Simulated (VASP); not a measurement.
# Na in VASP: single point with PBE+D3(BJ)

Aim: the single point of Na with PBE+D3(BJ).

Program: VASP 6.6.1. These are calculated values, not measurements. Logs are shortened: lines on timing, memory, paths and dates and some standing lists are left out, and cuts for length are marked.

**1. The cell of the first run**

The cell holds a slab with vacuum, 12 atoms: a = 7.063 Å, b = 7.063 Å, c = 25.334 Å, α = 90.00°, β = 90.00°, γ = 109.47°.

**2. Single point, PBE+D3(BJ)**

INCAR

```
PREC     = Accurate       # precision mode
ENCUT    = 520            # plane-wave cutoff, eV
EDIFF    = 1E-7           # SCF threshold, eV
ISMEAR   = 0              # smearing method
SIGMA    = 0.1            # smearing width, eV
LREAL    = False          # projectors in reciprocal space
LASPH    = True           # aspherical terms in the spheres
NELM     = 80             # most SCF steps
ALGO     = Normal         # electronic algorithm
ISIF     = 2              # what is computed and relaxed
LWAVE    = False          # write WAVECAR
LCHARG   = True           # write CHGCAR
LDIPOL   = True         
IDIPOL   = 3            
DIPOL    = 0.5 0.5 0.432
GGA      = PE             # functional
IVDW     = 12             # dispersion correction
LELF     = True           # ELF
LVHAR    = True         
LVACPOTAV= True         
NBANDS   = 54             # bands
```

KPOINTS

```
Automatic mesh
0
Gamma
  3 3 1
```

POSCAR

```
Na
1.0
    7.0632143068      0.0000000000      0.0000000000
   -2.3544047689      6.6592623111      0.0000000000
    0.0000000000      0.0000000000     25.3335903319
Na
12
Direct
    0.2500000000      0.2500000000      0.3157862701
    0.2500000000      0.7500000000      0.3157862701
    0.7500000000      0.2500000000      0.3157862701
    0.7500000000      0.7500000000      0.3157862701
    0.4976614032      0.5042864970      0.4284426890
    0.5092956594      0.0067834005      0.4352611198
   -0.0059607765      0.4906970687      0.4357580319
    0.0048331944     -0.0082208230      0.4274037728
    0.7559823650      0.7523279867      0.5413677135
    0.7446918547      0.2459739746      0.5603955461
    0.2571889053      0.7492349893      0.5510067712
    0.2456841922      0.2444963363      0.5397594240
```

Potentials or basis: VASP PAW PBE potentials, release 64 (Na_pv).

Launch:

```
$ cat potpaw_PBE.64/Na_pv/POTCAR > POTCAR
$ mpirun -np 1 vasp_std > vasp.out
```

OUTCAR:

```text
PREC = Accurate
   ENCUT = 520
   EDIFF = 1E-7
   ISMEAR = 0
   LREAL = False
   LASPH = True
   NELM = 80
   ISIF = 2
   GGA = PE
   IVDW = 12
 IVDW          = 12

 ion  position               nearest neighbor table
   1  0.250  0.250  0.316-
   2  0.250  0.750  0.316-
   3  0.750  0.250  0.316-
   4  0.750  0.750  0.316-
   5  0.498  0.504  0.428-
   6  0.509  0.007  0.435-
   7  0.994  0.491  0.436-
   8  0.005  0.992  0.427-
   9  0.756  0.752  0.541-
  10  0.745  0.246  0.560-
  11  0.257  0.749  0.551-
  12  0.246  0.244  0.540-

  LATTYP: Found a base centered orthorhombic cell.
 ALAT       =     8.1558973628
 B/A-ratio  =     1.4142135624
 C/A-ratio  =     3.1061683595

  Lattice vectors:

 A1 = (   7.0632143068,   0.0000000000,   0.0000000000)
 A2 = (  -2.3544047689,   6.6592623111,   0.0000000000)
 A3 = (   0.0000000000,   0.0000000000,  25.3335903319)

Analysis of symmetry for initial positions (statically):
=====================================================================
 Subroutine PRICEL returns:
 Original cell was already a primitive cell.

 Routine SETGRP: Setting up the symmetry group for a
 base centered orthorhombic supercell.

 Subroutine GETGRP returns: Found  1 space group operations
 (whereof  1 operations were pure point group operations)
 out of a pool of  8 trial point group operations.

The static configuration has the point symmetry C_1 .

Analysis of symmetry for dynamics (positions and initial velocities):
=====================================================================
 Subroutine PRICEL returns:
 Original cell was already a primitive cell.

 Routine SETGRP: Setting up the symmetry group for a
 base centered orthorhombic supercell.

 Subroutine GETGRP returns: Found  1 space group operations
 (whereof  1 operations were pure point group operations)
 out of a pool of  8 trial point group operations.

The dynamic configuration has the point symmetry C_1 .

 Subroutine INISYM returns: Found  1 space group operations
 (whereof  1 operations are pure point group operations),
 and found     1 'primitive' translations

----------------------------------------------------------------------------------------

                                     Primitive cell

  volume of cell :    1191.5856

  direct lattice vectors                    reciprocal lattice vectors
[... 102 lines left out ...]
   ISMEAR =     0;   SIGMA  =   0.10  broadening in eV -4-tet -1-fermi 0-gaus
   EFERMI_NEDOS =   21; number of points for ismear=-14 and -15
   IALGO  =     38    algorithm
   IMIX   =      4    mixing-type and parameters
     AMIX     =   0.40;   BMIX     =  1.00
     AMIX_MAG =   1.60;   BMIX_MAG =  1.00
  volume/ion in A,a.u.               =      99.30       670.10
  Fermi-wavevector in a.u.,A,eV,Ry     =   0.676279  1.277983  6.222677  0.457354
  Thomas-Fermi vector in A             =   1.753545
   LORBIT       =      0    0 simple, 1 ext, 2 COOP (PROOUT), +10 PAW based schemes
   GGA     = PE    functional components
   LHFCALC =     F    Hartree Fock is set to
   AEXX    =    0.0000 exact exchange contribution
   IVDW    =    12    specifies the selected vdW correction
   LEPSILON=     F    determine dielectric tensor
   LRPA    =     F    only Hartree local field effects (RPA)
 non-spin polarized calculation
 Gauss-broadening in eV      SIGMA  =   0.10
  energy-cutoff  :      520.00
  volume of cell :     1191.59
 maximum number of plane-waves:     32137
 NGX is ok and might be reduce to    54
   NGX = 27   NGY = 27   NGZ = 95

 dipolmoment           0.000000      0.000000      0.001723 electrons x Angstroem

 number of electron      84.0000007 magnetization

 dipolmoment           0.000000      0.000000     -0.005456 electrons x Angstroem

 Free energy of the ion-electron system (eV)
  ---------------------------------------------------
  ext. energy  EPLUGINS =         0.00000000
  ---------------------------------------------------
  free energy    TOTEN  =       -14.39158541 eV

  energy without entropy =      -14.36494911  energy(sigma->0) =      -14.37826726

 E-fermi :  -1.5697     XC(G=0):  -2.9452

 val. band max:       -1.7916967796   @ k =   0.3333   0.0000   0.0000
 cond. band min:      -1.5076733263   @ k =  -0.3333   0.3333   0.0000
 fundamental gap:      0.2840234533
 Fermi energy:        -1.5697304008

 k-point     1 :       0.0000    0.0000    0.0000
  band No.  band energies     occupation
      1     -26.8435      2.00000
      2     -26.8398      2.00000
      3     -26.8314      2.00000
      4     -26.7845      2.00000
      5     -26.7822      2.00000
      6     -26.7744      2.00000
[... 274 lines left out ...]
     53       0.9857      0.00000
     54       1.2390      0.00000

------------------------ aborting loop because EDIFF is reached ----------------------------------------

 Edisp (eV)   -1.43708

 E8    (eV) :    -0.7274

  FORCE on cell =-STRESS in cart. coord.  units (eV):
  Direction    XX          YY          ZZ          XY          YZ          ZX
  --------------------------------------------------------------------------------------
  -------------------------------------------------------------------------------------
  Total      -0.32437    -1.09848     0.02002    -1.10136     0.01184    -0.00386
  in kB      -0.43614    -1.47699     0.02692    -1.48086     0.01592    -0.00519
  external pressure =       -0.63 kB  Pullay stress =        0.00 kB

 VOLUME and BASIS-vectors are now :
 -----------------------------------------------------------------------------
  energy-cutoff  :      520.00
  volume of cell :     1191.59
      direct lattice vectors                 reciprocal lattice vectors
     7.063214307  0.000000000  0.000000000     0.141578601  0.050055594  0.000000000
    -2.354404769  6.659262311  0.000000000     0.000000000  0.150166783  0.000000000
     0.000000000  0.000000000 25.333590332     0.000000000  0.000000000  0.039473284

 POSITION                                       TOTAL-FORCE (eV/Angst)
 -----------------------------------------------------------------------------------
      1.17720      1.66482      8.00000         0.001682      0.002443     -0.028176
      0.00000      4.99445      8.00000         0.001654     -0.001481      0.033340
      4.70881      1.66482      8.00000         0.001126      0.000449      0.015730
      3.53161      4.99445      8.00000        -0.003272     -0.003153     -0.035439
      2.32779      3.35818     10.85399         0.004502     -0.003826     -0.000328
      3.58129      0.04517     11.02673         0.001245      0.005330     -0.000738
      5.86581      3.26768     11.03932        -0.003736     -0.009072      0.001967
     -2.30091      6.60452     10.82767        -0.003346      0.008380     -0.001471
      3.56838      5.00995     13.71479         0.007819     -0.016291      0.023137
      4.68080      1.63801     14.19683         0.006229      0.018038     -0.054428
      0.05258      4.98935     13.95898        -0.012101     -0.010971      0.008302
      1.15968      1.62817     13.67404        -0.001804      0.010153      0.038105
 -----------------------------------------------------------------------------------
    total drift:                               -0.001244      0.000869     -0.002845

  FREE ENERGIE OF THE ION-ELECTRON SYSTEM (eV)
  ---------------------------------------------------
  free  energy   TOTEN  =       -15.8286668184 eV

  energy  without entropy=      -15.8020305193  energy(sigma->0) =      -15.81534867

 vacuum level on the upper side and lower side of the slab         1.283         1.304
```

Run time: 7.5 min. Hardware: 1 thread of Intel Xeon 6975P-C (Granite Rapids), shared host; peak memory 1 GiB.

What came out:

```yaml
Free_energy: -15.8287 eV
Largest_force: 0.058 eV/Å
Band_gap_on_the_k_mesh: zero (bands 42 and 43 overlap by 0.44 eV)
Dispersion_energy_per_atom: -0.120 eV
```

Forces in eV/Å, atoms in the order of the input:
```
Na   0.002  0.002 -0.028
Na   0.002 -0.001  0.033
Na   0.001  0.000  0.016
Na  -0.003 -0.003 -0.035
Na   0.005 -0.004  0.000
Na   0.001  0.005 -0.001
Na  -0.004 -0.009  0.002
Na  -0.003  0.008 -0.001
Na   0.008 -0.016  0.023
Na   0.006  0.018 -0.054
Na  -0.012 -0.011  0.008
Na  -0.002  0.010  0.038
```

Levels at points of the mesh, in eV from the Fermi level:
| k point | band 39 | band 40 | band 41 | band 42 | band 43 | band 44 | band 45 | band 46 |
| --- | --- | --- | --- | --- | --- | --- | --- | --- |
| (0.00, 0.00, 0.00) | -0.86 | 0.09 | 0.14 | 0.15 | 0.17 | 0.55 | 0.82 | 0.82 |

The gap in the log of VASP goes by the Fermi energy; the results here count the filled bands.